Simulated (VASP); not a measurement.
Wanted: the native input for a VASP 6.6.1 run.

| Quantity | Value |
| --- | --- |
| Task | single point |
| Functional | LDA |
| Potentials or basis | VASP PAW LDA potentials, release 64 (Ti_sv) |
| Cutoff | 520 eV |
| k mesh | 10 × 10 × 10 |
| Occupations | gaussian, width 0.2 eV |
| Spin | no spin polarisation |
| Dipole correction | no |
| Further INCAR settings | ALGO = Normal; EDIFF = 1e-07; NBANDS = 12 |

The structure of Ti lies in POSCAR:

```
Ti
1.0
    0.0000000000      2.0567135898      2.0567135898
    2.0567135898      0.0000000000      2.0567135898
    2.0567135898      2.0567135898      0.0000000000
Ti
1
Direct
    0.0000000000      0.0000000000      0.0000000000
```

The input as run:

INCAR

```
SYSTEM = Ti
  ALGO = Normal
  EDIFF = 1E-7
  ENCUT = 520
  ISIF = 2
  ISMEAR = 0
  LASPH = .True.
  LCHARG = .False.
  LREAL = .False.
  LWAVE = .False.
  NBANDS = 12
  NELM = 60
  PREC = Accurate
  SIGMA = 0.2
```

KPOINTS

```
k-points
0
Gamma
  10 10 10
  0 0 0
```

Potentials or basis: VASP PAW LDA potentials, release 64 (Ti_sv).

The run is started by

```bash
$ cat potpaw_LDA.64/Ti_sv/POTCAR > POTCAR
$ mpirun -np 1 vasp_std > vasp.out
```

It gave:

* Pressure: -8.7 GPa
* Band gap on the k mesh: zero (band 6 reaches 8.81 eV, above the bottom of band 7 at 7.71 eV)

Run time: 13 s on 1 thread of AMD EPYC 7R43 64-Core Processor (Zen 3), on a shared host, peak memory 0.09 GiB.
